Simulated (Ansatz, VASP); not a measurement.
Ba2AgBiS in VASP and in Ansatz

The input INCAR:

```
SYSTEM = Ba2AgBiS
  ALGO = Normal
  EDIFF = 1E-6
  ENCUT = 520
  GGA = PE
  ISIF = 2
  ISMEAR = 0
  LASPH = .TRUE.
  LCHARG = .FALSE.
  LREAL = .FALSE.
  LUSENCCL = .FALSE.
  LWAVE = .FALSE.
  NBANDS = 63
  NELM = 60
  PREC = Accurate
  SIGMA = 0.0107
```

The input KPOINTS:

```
k-points
0
G
  6 6 2
  0 0 0
```

POSCAR

```
Ba2AgBiS
1.0
    4.2089850000      0.0000000000      0.0000000000
    2.1044920000     -7.2668840000      0.0000000000
    0.0000000000      0.0000000000     -9.3528280000
Ba Bi Ag S
4 2 2 2
Direct
    0.3437800000      0.3124400000      0.4378500000
    0.6562200000      0.6875600000      0.9378500000
    0.6562200000      0.6875600000      0.5621500000
    0.3437800000      0.3124400000      0.0621500000
    0.2915200000      0.4169600000      0.7500000000
    0.7084800000      0.5830400000      0.2500000000
    0.0000000000      0.0000000000      0.5000000000
    0.0000000000      0.0000000000      0.0000000000
    0.9190300000      0.1619400000      0.7500000000
    0.0809700000      0.8380600000      0.2500000000
```

Input for Ansatz:

```yaml
crystal:
  lattice:
    - [4.208985, 0.0, 0.0]
    - [2.104492, -7.266884, 0.0]
    - [0.0, 0.0, -9.352828]
  atoms:
    - { symbol: Ba, position: [0.34378, 0.31244, 0.43785] }
    - { symbol: Ba, position: [0.65622, 0.68756, 0.93785] }
    - { symbol: Ba, position: [0.65622, 0.68756, 0.56215] }
    - { symbol: Ba, position: [0.34378, 0.31244, 0.06215] }
    - { symbol: Bi, position: [0.29152, 0.41696, 0.75] }
    - { symbol: Bi, position: [0.70848, 0.58304, 0.25] }
    - { symbol: Ag, position: [0.0, 0.0, 0.5] }
    - { symbol: Ag, position: [0.0, 0.0, 0.0] }
    - { symbol: S, position: [0.91903, 0.16194, 0.75] }
    - { symbol: S, position: [0.08097, 0.83806, 0.25] }
  symmetry: { tolerance: 0.0003 }
kpoints:
  mp_grid: { grid: [6, 6, 2], shift: [0, 0, 0] }
magnetization:
  spin_polarized: false
scf:
  occupations: { method: gaussian, width: 0.0107 }
hamiltonian:
  pseudopotentials: { kind: paw }
  xc: pbe
basis:
  ecutwfc: "550 eV"
output:
  forces: true
  stress: true
  eigenvalues: true
  write_density: true
  write_potential: true
  elf: true
  volumetric_format: npy
```

Alike in both runs: task single point; functional PBE; k mesh 6 × 6 × 2; occupations gaussian, width 0.0107 eV; no spin polarisation.

|  | VASP | Ansatz |
| --- | --- | --- |
| version | VASP 6.6.1 | Ansatz 0.2.0 |
| potentials or method | VASP PAW PBE potentials, release 64 (Ba_sv, Bi_d, Ag, S), cutoff 520 eV | PAW plane waves |
| valence electrons in the cell | 104 | 120 |

```tsv
	VASP	Ansatz	Ansatz less VASP
gap on the k mesh at the Fermi level (eV)	none	none	-
pressure (GPa)	13.5	12.8	-0.77
traceless stress, the component that is largest in VASP (GPa)	-1.39	-1.41	-0.021
rms of the force components (eV/Å)	0.888	0.861	-0.0266
```

Atom by atom the forces differ by 0.045 eV/Å (rms over components). A gap of «none» marks a metal or a gap that the smearing closes. VASP's potentials hold 104 valence electrons a cell and Ansatz's 120, so a difference there can come from the potentials and not from the codes.

Spin-orbit coupling is off throughout.
